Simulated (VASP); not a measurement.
# HPt16C in VASP: single point with PBE+D3(BJ)

Aim: the single point of HPt16C with PBE+D3(BJ).

Everything below comes from runs of VASP 6.6.1. Logs are shortened: lines on timing, memory, paths and dates and some standing lists are left out, and cuts for length are marked.

### 1 The cell of the first run

The cell holds a slab with vacuum, 18 atoms: a = 5.556 Å, b = 5.556 Å, c = 26.904 Å, α = 90.00°, β = 90.00°, γ = 120.00°.

### 2 Single point, PBE+D3(BJ)

INCAR

```
  PREC = Accurate
  ENCUT = 520
  EDIFF = 1E-6
  ISMEAR = 0
  SIGMA = 0.1
  LREAL = Auto
  LASPH = True
  NELM = 80
  ALGO = Normal
  ISIF = 2
  LWAVE = False
  LCHARG = True
  LDIPOL = True
  IDIPOL = 3
  DIPOL = 0.5 0.5 0.465
  GGA = PE
  IVDW = 12
  LELF = True
  LVHAR = True
  LVACPOTAV = True
  NBANDS = 98
```

KPOINTS

```
regular mesh
0
Gamma
  6 6 1
```

POSCAR

```
HPt16C
1.0
    5.5557316924      0.0000000000      0.0000000000
   -2.7778658462      4.8114047822      0.0000000000
    0.0000000000      0.0000000000     26.9043538970
Pt C H
16 1 1
Direct
    0.3333333333      0.1666666667      0.3159339946
    0.3333333333      0.6666666667      0.3159339946
    0.8333333333      0.1666666667      0.3159339946
    0.8333333333      0.6666666667      0.3159339946
    0.6666666667      0.3333333333      0.4002370028
    0.6666666667      0.8333333333      0.4002370028
    0.1666666667      0.3333333333      0.4002370028
    0.1666666667      0.8333333333      0.4002370028
   -0.0032075262      0.4983962369      0.4850279115
    0.0000000000      0.0000000000      0.4843951575
    0.5016037631      0.4983962369      0.4850279115
    0.5016037631      0.0032075262      0.4850279115
    0.3333333333      0.6666666667      0.5675761714
    0.3380778471      0.1690389235      0.5738197579
    0.8309610765      0.6619221529      0.5738197579
    0.8309610765      0.1690389235      0.5738197579
    0.0000000000      0.0000000000      0.6164266808
    0.0000000000      0.0000000000      0.6571649287
```

Potentials or basis: VASP PAW PBE potentials, release 64 (Pt, C, H).

The run is started by

```
cat potpaw_PBE.64/Pt/POTCAR potpaw_PBE.64/C/POTCAR potpaw_PBE.64/H/POTCAR > POTCAR
mpirun -np 1 vasp_std > vasp.out
```

OUTCAR:

```text
PREC = Accurate
   ENCUT = 520
   EDIFF = 1E-6
   ISMEAR = 0
   LREAL = Auto
   LASPH = True
   NELM = 80
   ISIF = 2
   GGA = PE
   IVDW = 12
 IVDW          = 12

 ion  position               nearest neighbor table
   1  0.333  0.167  0.316-   2 2.78   4 2.78   2 2.78   4 2.78   3 2.78   3 2.78   7 2.78   8 2.78
                             5 2.78
   2  0.333  0.667  0.316-   1 2.78   3 2.78   1 2.78   3 2.78   4 2.78   4 2.78   8 2.78   7 2.78
                             6 2.78
   3  0.833  0.167  0.316-   2 2.78   4 2.78   4 2.78   2 2.78   1 2.78   1 2.78   5 2.78   6 2.78
                             7 2.78
   4  0.833  0.667  0.316-   1 2.78   3 2.78   3 2.78   1 2.78   2 2.78   2 2.78   6 2.78   5 2.78
                             8 2.78
   5  0.667  0.333  0.400-   6 2.78   8 2.78   6 2.78   8 2.78   7 2.78   7 2.78   3 2.78   4 2.78
                             1 2.78  12 2.78   9 2.78  11 2.78
   6  0.667  0.833  0.400-  10 2.77   7 2.78   5 2.78   5 2.78   7 2.78   8 2.78   8 2.78   4 2.78
                             3 2.78   2 2.78  11 2.79  12 2.79
   7  0.167  0.333  0.400-  10 2.77   8 2.78   6 2.78   8 2.78   6 2.78   5 2.78   5 2.78   1 2.78
                             2 2.78   3 2.78  11 2.79   9 2.79
   8  0.167  0.833  0.400-  10 2.77   7 2.78   5 2.78   7 2.78   5 2.78   6 2.78   6 2.78   2 2.78
                             1 2.78   4 2.78   9 2.79  12 2.79
   9  0.997  0.498  0.485-  13 2.75  12 2.75  11 2.75  10 2.78  10 2.78   5 2.78   8 2.79   7 2.79
                            12 2.80  11 2.80  15 2.87  16 2.87
  10  0.000  0.000  0.484-   7 2.77   6 2.77   8 2.77  11 2.78   9 2.78   9 2.78  11 2.78  12 2.78
                            12 2.78  16 2.90  15 2.90  14 2.90
  11  0.502  0.498  0.485-  13 2.75  12 2.75   9 2.75  10 2.78  10 2.78   5 2.78   6 2.79   7 2.79
                            12 2.80   9 2.80  14 2.87  15 2.87
  12  0.502  0.003  0.485-  13 2.75  11 2.75   9 2.75  10 2.78  10 2.78   5 2.78   8 2.79   6 2.79
                            11 2.80   9 2.80  14 2.87  16 2.87
  13  0.333  0.667  0.568-  12 2.75   9 2.75  11 2.75  14 2.78  15 2.78  16 2.78  16 2.78  14 2.78
                            15 2.78
  14  0.338  0.169  0.574-  17 1.99  15 2.74  16 2.74  13 2.78  13 2.78  15 2.82  16 2.82  12 2.87
                            11 2.87  10 2.90
  15  0.831  0.662  0.574-  17 1.99  16 2.74  14 2.74  13 2.78  13 2.78  14 2.82  16 2.82   9 2.87
                            11 2.87  10 2.90
  16  0.831  0.169  0.574-  17 1.99  15 2.74  14 2.74  13 2.78  13 2.78  15 2.82  14 2.82   9 2.87
                            12 2.87  10 2.90
  17  0.000  0.000  0.616-  18 1.10  16 1.99  15 1.99  14 1.99
  18  0.000  0.000  0.657-  17 1.10

  LATTYP: Found a hexagonal cell.
 ALAT       =     5.5557316924
 C/A-ratio  =     4.8426301677

  Lattice vectors:

 A1 = (   5.5557316924,   0.0000000000,   0.0000000000)
 A2 = (  -2.7778658462,   4.8114047822,   0.0000000000)
 A3 = (   0.0000000000,   0.0000000000,  26.9043538970)

Analysis of symmetry for initial positions (statically):
=====================================================================
 Subroutine PRICEL returns:
 Original cell was already a primitive cell.

 Routine SETGRP: Setting up the symmetry group for a
 hexagonal supercell.

 Subroutine GETGRP returns: Found  6 space group operations
 (whereof  6 operations were pure point group operations)
 out of a pool of 24 trial point group operations.

The static configuration has the point symmetry C_3v.

Analysis of symmetry for dynamics (positions and initial velocities):
=====================================================================
 Subroutine PRICEL returns:
 Original cell was already a primitive cell.

 Routine SETGRP: Setting up the symmetry group for a
 hexagonal supercell.

 Subroutine GETGRP returns: Found  6 space group operations
 (whereof  6 operations were pure point group operations)
 out of a pool of 24 trial point group operations.

The dynamic configuration has the point symmetry C_3v.

 Subroutine INISYM returns: Found  6 space group operations
 (whereof  6 operations are pure point group operations),
 and found     1 'primitive' translations

----------------------------------------------------------------------------------------

                                     Primitive cell

  volume of cell :     719.1769

  direct lattice vectors                    reciprocal lattice vectors
     5.555731692  0.000000000  0.000000000     0.179994293  0.103919754  0.000000000
    -2.777865846  4.811404782  0.000000000     0.000000000  0.207839507  0.000000000
[... 52 lines left out ...]
 generate k-points for:    6    6    1

 Generating k-lattice:

  Cartesian coordinates                     Fractional coordinates (reciprocal lattice)
     0.029999049  0.017319959  0.000000000     0.166666667 -0.000000000  0.000000000
     0.000000000  0.034639918  0.000000000     0.000000000  0.166666667  0.000000000
     0.000000000  0.000000000  0.037168705     0.000000000  0.000000000  1.000000000

  Length of vectors
     0.034639918  0.034639918  0.037168705

  Shift w.r.t. Gamma in fractional coordinates (k-lattice)
     0.000000000  0.000000000  0.000000000

 Subroutine IBZKPT returns following result:
 ===========================================

 Found      7 irreducible k-points:

 Following reciprocal coordinates:
            Coordinates               Weight
  0.000000  0.000000  0.000000      1.000000
  0.166667 -0.000000  0.000000      6.000000
  0.333333 -0.000000  0.000000      6.000000
  0.500000 -0.000000  0.000000      3.000000
  0.166667  0.166667  0.000000      6.000000
  0.333333  0.166667  0.000000     12.000000
  0.333333  0.333333  0.000000      2.000000
   k-points           NKPTS =      7   k-points in BZ     NKDIM =      7   number of bands    NBANDS=     98
   number of dos      NEDOS =    301   number of ions     NIONS =     18
   total plane-waves  NPLWV = 352800
   dimension x,y,z NGX =    42 NGY =   42 NGZ =  200
   dimension x,y,z NGXF=    84 NGYF=   84 NGZF=  400
   ions per type =              16   1   1
   NGX,Y,Z   is equivalent  to a cutoff of  12.57, 12.57, 12.36 a.u.
   NGXF,Y,Z  is equivalent  to a cutoff of  25.14, 25.14, 24.72 a.u.
 SYSTEM =  unknown system
   PREC   = accura    normal or accurate (medium, high low for compatibility)
   ISTART =      0    job   : 0-new  1-cont  2-samecut
   ICHARG =      2    charge: 1-file 2-atom 10-const
   ISPIN  =      1    spin polarized calculation?
   LNONCOLLINEAR =      F non collinear calculations
   LSORBIT =      F    spin-orbit coupling
   LASPH  =      T    aspherical Exc in radial PAW
   ENCUT  =  520.0 eV  38.22 Ry    6.18 a.u.  10.33 10.33 50.02*2*pi/ulx,y,z
   NELM   =     80;   NELMIN=  2; NELMDL= -5     # of ELM steps
   EDIFF  = 0.1E-05   stopping-criterion for ELM
   LREAL  =      T    real-space projection
   EDIFFG = 0.1E-04   stopping-criterion for IOM
   NSW    =      0    number of steps for IOM
[... 5 lines left out ...]
   TEBEG  =    0.0;   TEEND  =   0.0 temperature during run
   PSTRESS=    0.0 pullay stress
   NELECT =     165.0000    total number of electrons
   NUPDOWN=      -1.0000    fix difference up-down
   EMIN   =  10.00;   EMAX   =-10.00  energy-range for DOS
   EFERMI =   0.00;   METHOD = LEGACY
   ISMEAR =     0;   SIGMA  =   0.10  broadening in eV -4-tet -1-fermi 0-gaus
   EFERMI_NEDOS =   21; number of points for ismear=-14 and -15
   IALGO  =     38    algorithm
   IMIX   =      4    mixing-type and parameters
     AMIX     =   0.40;   BMIX     =  1.00
     AMIX_MAG =   1.60;   BMIX_MAG =  1.00
  volume/ion in A,a.u.               =      39.95       269.62
  Fermi-wavevector in a.u.,A,eV,Ry     =   1.002207  1.893897 13.665957  1.004420
  Thomas-Fermi vector in A             =   2.134680
   LORBIT       =      0    0 simple, 1 ext, 2 COOP (PROOUT), +10 PAW based schemes
   GGA     = PE    functional components
   LHFCALC =     F    Hartree Fock is set to
   AEXX    =    0.0000 exact exchange contribution
   IVDW    =    12    specifies the selected vdW correction
   LEPSILON=     F    determine dielectric tensor
   LRPA    =     F    only Hartree local field effects (RPA)
 non-spin polarized calculation
 Gauss-broadening in eV      SIGMA  =   0.10
  energy-cutoff  :      520.00
  volume of cell :      719.18
 maximum number of plane-waves:     19415
 NGX is ok and might be reduce to    42
   NGX = 21   NGY = 21   NGZ =101

 dipolmoment           0.000000      0.000000      0.034197 electrons x Angstroem

 number of electron     165.0000005 magnetization

 dipolmoment           0.000000      0.000000     -0.155154 electrons x Angstroem

 Free energy of the ion-electron system (eV)
  ---------------------------------------------------
  ext. energy  EPLUGINS =         0.00000000
  ---------------------------------------------------
  free energy    TOTEN  =      -105.64245193 eV

  energy without entropy =     -105.50037661  energy(sigma->0) =     -105.57141427

 E-fermi :   0.4611     XC(G=0):  -5.3991

 val. band max:        0.4481762686   @ k =   0.1667  -0.0000   0.0000
 cond. band min:       0.4752198660   @ k =   0.5000  -0.0000   0.0000
 fundamental gap:      0.0270435973
 Fermi energy:         0.4610687489

 k-point     1 :       0.0000    0.0000    0.0000
  band No.  band energies     occupation
      1     -12.3741      2.00000
      2      -9.0167      2.00000
      3      -7.8338      2.00000
      4      -7.3527      2.00000
      5      -6.5806      2.00000
      6      -6.4277      2.00000
[... 668 lines left out ...]
     93       2.9600      0.00000
     94       3.6325      0.00000
 [bands above 94 left out]

------------------------ aborting loop because EDIFF is reached ----------------------------------------

 Edisp (eV)   -9.45063

 E8    (eV) :    -4.4491

  FORCE on cell =-STRESS in cart. coord.  units (eV):
  Direction    XX          YY          ZZ          XY          YZ          ZX
  --------------------------------------------------------------------------------------
  -------------------------------------------------------------------------------------
  Total     -14.24440   -14.24440     1.73230     0.00000     0.00000     0.00000
  in kB     -31.73358   -31.73358     3.85920     0.00000     0.00000     0.00000
  external pressure =      -19.87 kB  Pullay stress =        0.00 kB

 VOLUME and BASIS-vectors are now :
 -----------------------------------------------------------------------------
  energy-cutoff  :      520.00
  volume of cell :      719.18
      direct lattice vectors                 reciprocal lattice vectors
     5.555731692  0.000000000  0.000000000     0.179994293  0.103919754  0.000000000
    -2.777865846  4.811404782  0.000000000     0.000000000  0.207839507  0.000000000
     0.000000000  0.000000000 26.904353897     0.000000000  0.000000000  0.037168705

 POSITION                                       TOTAL-FORCE (eV/Angst)
 -----------------------------------------------------------------------------------
      1.38893      0.80190      8.50000         0.033611      0.019405     -0.261313
     -0.00000      3.20760      8.50000        -0.000000      0.000000     -0.214441
      4.16680      0.80190      8.50000        -0.033611      0.019405     -0.261313
      2.77787      3.20760      8.50000        -0.000000     -0.038811     -0.261313
      2.77787      1.60380     10.76812        -0.000000      0.000000      0.528880
      1.38893      4.00950     10.76812        -0.079872     -0.046114      0.183739
[... 10 lines left out ...]
      0.00000      0.00000     16.58456        -0.000000      0.000000      0.094597
      0.00000      0.00000     17.68060        -0.000000      0.000000      0.023817
 -----------------------------------------------------------------------------------
    total drift:                               -0.000000     -0.000000     -0.008263

  FREE ENERGIE OF THE ION-ELECTRON SYSTEM (eV)
  ---------------------------------------------------
  free  energy   TOTEN  =      -115.0930801271 eV

  energy  without entropy=     -114.9510048045  energy(sigma->0) =     -115.02204247

 vacuum level on the upper side and lower side of the slab         5.086         6.137
```

Wall time 29 min (1 thread of Oxide Virtual Turin-like, shared host); peak memory 0.85 GiB.

Results:

* Free energy: -115.0931 eV
* Largest force: 0.529 eV/Å
* Band gap on the k mesh: zero (an odd number of electrons rules out a gap without spin polarisation)
* Dispersion energy per atom: -0.525 eV

Forces in eV/Å, atoms in the order of the input:
```
Pt   0.034  0.019 -0.261
Pt   0.000  0.000 -0.214
Pt  -0.034  0.019 -0.261
Pt   0.000 -0.039 -0.261
Pt   0.000  0.000  0.529
Pt  -0.080 -0.046  0.184
Pt   0.000  0.092  0.184
Pt   0.080 -0.046  0.184
Pt  -0.007 -0.004  0.005
Pt   0.000  0.000 -0.011
Pt   0.007 -0.004  0.005
Pt   0.000  0.008  0.005
Pt   0.000  0.000 -0.022
Pt   0.043  0.025 -0.061
Pt   0.000 -0.050 -0.061
Pt  -0.043  0.025 -0.061
C    0.000  0.000  0.095
H    0.000  0.000  0.024
```

Caveat: spin-orbit coupling is left out, which moves the levels of the heavy elements.

The gap in the log of VASP goes by the Fermi energy; the results here count the filled bands.